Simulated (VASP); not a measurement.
# Ta2C (P-3m1) in VASP: notebook, part 3 of 3

VASP 6.6.1. The steps go on from the part before.

## Step 5: Single point, PBEsol

This run uses another cell than the first one, of the same volume but with other edges.

Input file INCAR:

```
PREC = Accurate
ENCUT = 520
EDIFF = 1E-7
ISMEAR = 0
SIGMA = 0.15
LREAL = F
LASPH = T
NELM = 80
ALGO = Normal
ISIF = 2
LWAVE = F
LCHARG = T
GGA = PS
LELF = T
LVHAR = T
NBANDS = 20
```

Input file KPOINTS:

```
regular mesh
0
Gamma
  18 18 12
```

Input file POSCAR:

```
Ta2C
1.0
    2.9985085017      0.0000000000      0.0000000000
   -1.4992542509      2.5967845359      0.0000000000
    0.0000000000      0.0000000000      5.2439141571
Ta C
2 1
Direct
    0.3333333333      0.6666666667      0.2528761935
    0.6666666667      0.3333333333      0.7471238065
    0.0000000000      0.0000000000      0.0000000000
```

Command:

```sh
cat potpaw_PBE.64/Ta_pv/POTCAR potpaw_PBE.64/C/POTCAR > POTCAR
mpirun -np 1 vasp_std > vasp.out
```

Run time: 4.5 min. Hardware: 1 thread of Intel Xeon Platinum 8259CL at 2.50GHz (Skylake/Cascade Lake), shared host; peak memory 0.39 GiB.

The run converged. Its results:

- Free energy: -36.4165 eV
- Pressure: 1.0 GPa
- Largest force: 0.298 eV/Å
- Band gap on the k mesh: zero (bands 13 and 14 overlap by 0.58 eV)

Forces in eV/Å, atoms in the order of the input:
```
Ta   0.000  0.000 -0.298
Ta   0.000  0.000  0.298
C    0.000  0.000  0.000
```

Stress tensor (GPa, compression positive):
```
 13.13   0.00   0.00
  0.00  13.13   0.00
  0.00   0.00 -23.14
```

Levels at points of the mesh, in eV from the Fermi level:
| k point | band 10 | band 11 | band 12 | band 13 | band 14 | band 15 | band 16 | band 17 |
| --- | --- | --- | --- | --- | --- | --- | --- | --- |
| (0.00, 0.00, 0.00) | -3.08 | -3.08 | -0.82 | 0.48 | 0.48 | 1.83 | 1.83 | 2.42 |
| (0.50, 0.00, 0.00) | -3.85 | -3.61 | -1.56 | -0.21 | 2.20 | 4.29 | 4.38 | 5.62 |
| (0.00, 0.00, 0.50) | -3.25 | -2.55 | -1.94 | 0.03 | 0.03 | 3.05 | 3.05 | 3.22 |
| (0.50, 0.00, 0.50) | -3.26 | -2.92 | -1.01 | -0.83 | 0.95 | 1.89 | 4.85 | 5.09 |

Caveat: the stress differs along the axes, from -23 to 13 GPa; the PAW data sets were made with another functional, which shifts forces and pressure a little; spin-orbit coupling is left out, which moves the levels of the heavy elements.

## Step 6: Single point, PBEsol

This run uses another cell than the first one, of the same volume but with other edges.

Input file INCAR:

```
SYSTEM = Ta2C
ALGO     = Normal         ! electronic algorithm
EDIFF    = 1E-7           ! SCF threshold, eV
ENCUT    = 520            ! plane-wave cutoff, eV
GGA      = PS             ! functional
ISIF     = 2              ! what is computed and relaxed
ISMEAR   = 0              ! smearing method
LASPH    = .True.         ! aspherical terms in the spheres
LCHARG   = .False.        ! write CHGCAR
LREAL    = .False.        ! projectors in reciprocal space
LWAVE    = .False.        ! write WAVECAR
NBANDS   = 20             ! bands
NELM     = 80             ! most SCF steps
PREC     = Accurate       ! precision mode
SIGMA    = 0.15           ! smearing width, eV
```

Input file KPOINTS:

```
k-points
0
Gamma
  18 18 12
  0 0 0
```

Input file POSCAR:

```
Ta2C
1.0
    3.1377073514      0.0000000000      0.0000000000
   -1.5688536757      2.7173342760      0.0000000000
    0.0000000000      0.0000000000      4.7889606910
Ta C
2 1
Direct
    0.3333333333      0.6666666667      0.2528761935
    0.6666666667      0.3333333333      0.7471238065
    0.0000000000      0.0000000000      0.0000000000
```

Potentials or basis: VASP PAW PBE potentials, release 64 (Ta_pv, C).

Command:

```sh
cat potpaw_PBE.64/Ta_pv/POTCAR potpaw_PBE.64/C/POTCAR > POTCAR
mpirun -np 1 vasp_std > vasp.out
```

OUTCAR:

```text
SYSTEM = Ta2C
   EDIFF = 1E-7
   ENCUT = 520
   GGA = PS
   ISIF = 2
   ISMEAR = 0
   LASPH = .True.
   LREAL = .False.
   NELM = 80
   PREC = Accurate

 ion  position               nearest neighbor table
   1  0.333  0.667  0.253-   3 2.18   3 2.18   3 2.18   2 2.98   2 2.98   2 2.98   2 3.02   2 3.02
                             2 3.02
   2  0.667  0.333  0.747-   3 2.18   3 2.18   3 2.18   1 2.98   1 2.98   1 2.98   1 3.02   1 3.02
                             1 3.02
   3  0.000  0.000  0.000-   1 2.18   2 2.18   2 2.18   1 2.18   2 2.18   1 2.18

  LATTYP: Found a hexagonal cell.
 ALAT       =     3.1377073514
 C/A-ratio  =     1.5262611055
[... 741 lines left out ...]

 [... further k-points ...]
[... 5 lines left out ...]
  --------------------------------------------------------------------------------------
  -------------------------------------------------------------------------------------
  Total       -1.0127771     -1.0127771      2.8073973     -0.0000000      0.0000000      0.0000000
  in kB      -39.7399826    -39.7399826    110.1584156     -0.0000000      0.0000000      0.0000000
  external PRESSURE =      10.2261502 kB  Pullay stress =       0.0000000 kB

 VOLUME and BASIS-vectors are now :
 -----------------------------------------------------------------------------
  energy-cutoff  :      520.00
  volume of cell :       40.83
      direct lattice vectors                 reciprocal lattice vectors
     3.137707351  0.000000000  0.000000000     0.318704037  0.184003862  0.000000000
    -1.568853676  2.717334276  0.000000000     0.000000000  0.368007723  0.000000000
     0.000000000  0.000000000  4.788960691     0.000000000  0.000000000  0.208813574

 POSITION                                       TOTAL-FORCE (eV/Angst)
 -----------------------------------------------------------------------------------
     -0.00000      1.81156      1.21101        -0.000000      0.000000      0.108541
      1.56885      0.90578      3.57795         0.000000     -0.000000     -0.108541
      0.00000      0.00000      0.00000        -0.000000      0.000000      0.000000
 -----------------------------------------------------------------------------------
    total drift:                                0.000000     -0.000000      0.000000

  FREE ENERGIE OF THE ION-ELECTRON SYSTEM (eV)
  ---------------------------------------------------
  free  energy   TOTEN  =       -36.6548028180 eV

  energy  without entropy=      -36.6468436083  energy(sigma->0) =      -36.65082321
```

stdout:

```text
POSCAR found type information on POSCAR TaC
 POSCAR found :  2 types and       3 ions
 scaLAPACK will be used
 -----------------------------------------------------------------------------
|                                                                             |
|                                                                             |
|     You enforced a specific xc type in the INCAR file but a different       |
|     I HOPE YOU KNOW WHAT YOU ARE DOING!                                     |
|                                                                             |
 -----------------------------------------------------------------------------

 LDA part: xc-table for (Slater+PW92), standard interpolation
 POSCAR, INCAR and KPOINTS ok, starting setup
 FFT: planning ... GRIDC
 FFT: planning ... GRID_SOFT
 FFT: planning ... GRID
 WAVECAR not read
 entering main loop
```

It took 4.4 min on 1 thread of Intel Xeon Platinum 8259CL at 2.50GHz (Skylake/Cascade Lake), shared host; peak memory 0.38 GiB.

What came out:

| Quantity | Value |
| --- | --- |
| Free energy | -36.6548 eV |
| Pressure | 1.0 GPa |
| Largest force | 0.109 eV/Å |
| Band gap on the k mesh | zero (bands 13 and 14 overlap by 0.99 eV) |

Forces on the atoms (eV/Å):
```
Ta   0.000  0.000  0.109
Ta   0.000  0.000 -0.109
C    0.000  0.000  0.000
```

Levels at points of the mesh, in eV from the Fermi level:
| k point | band 10 | band 11 | band 12 | band 13 | band 14 | band 15 | band 16 | band 17 |
| --- | --- | --- | --- | --- | --- | --- | --- | --- |
| (0.00, 0.00, 0.00) | -3.74 | -2.70 | 0.42 | 0.59 | 0.59 | 0.91 | 0.91 | 2.44 |
| (0.50, 0.00, 0.00) | -4.06 | -3.68 | -1.83 | -0.17 | 3.21 | 3.95 | 4.74 | 4.92 |
| (0.00, 0.00, 0.50) | -4.02 | -1.47 | -1.27 | -0.40 | -0.40 | 3.09 | 3.09 | 3.71 |
| (0.50, 0.00, 0.50) | -3.61 | -2.34 | -1.15 | -0.95 | 1.47 | 1.88 | 4.10 | 4.72 |

Caveat: the stress differs along the axes, from -4 to 11 GPa; the PAW data sets were made with another functional, which shifts forces and pressure a little; spin-orbit coupling is left out, which moves the levels of the heavy elements.

## Step 7: The runs side by side

| cell | gap on the mesh (eV) | pressure (GPa) | largest force (eV/Å) |
| --- | --- | --- | --- |
| a = 3.268, b = 3.268, c = 4.416 Å, angles 90.0, 90.0, 120.0°, 3 atoms | none | 3.5 | 0.24 |
| a = 2.913, b = 2.913, c = 5.557 Å, angles 90.0, 90.0, 120.0°, 3 atoms | none | 3.6 | 0.68 |
| a = 3.183, b = 3.183, c = 4.655 Å, angles 90.0, 90.0, 120.0°, 3 atoms | none | 1.8 | 0.08 |
| a = 2.999, b = 2.999, c = 5.244 Å, angles 90.0, 90.0, 120.0°, 3 atoms | none | 1.0 | 0.30 |
| a = 3.138, b = 3.138, c = 4.789 Å, angles 90.0, 90.0, 120.0°, 3 atoms | none | 1.0 | 0.11 |

Alike in all rows: task single point; level PBEsol; potentials or basis VASP PAW PBE potentials, release 64 (Ta_pv, C); no spin polarisation; k mesh 18 × 18 × 12; cutoff (eV) 520; smearing gaussian 0.15 eV.

Caveats: the PAW data sets were made with another functional, which shifts forces and pressure a little; spin-orbit coupling is left out, which moves the levels of the heavy elements; the stress differs along the axes, from -13 to 37 GPa (at least some runs); the stress differs along the axes, from -42 to 26 GPa (at least some runs); the stress differs along the axes, from -8 to 22 GPa (at least some runs); the stress differs along the axes, from -23 to 13 GPa (at least some runs); the stress differs along the axes, from -4 to 11 GPa (at least some runs).

Absolute energies hang on the potentials; compare differences alone.
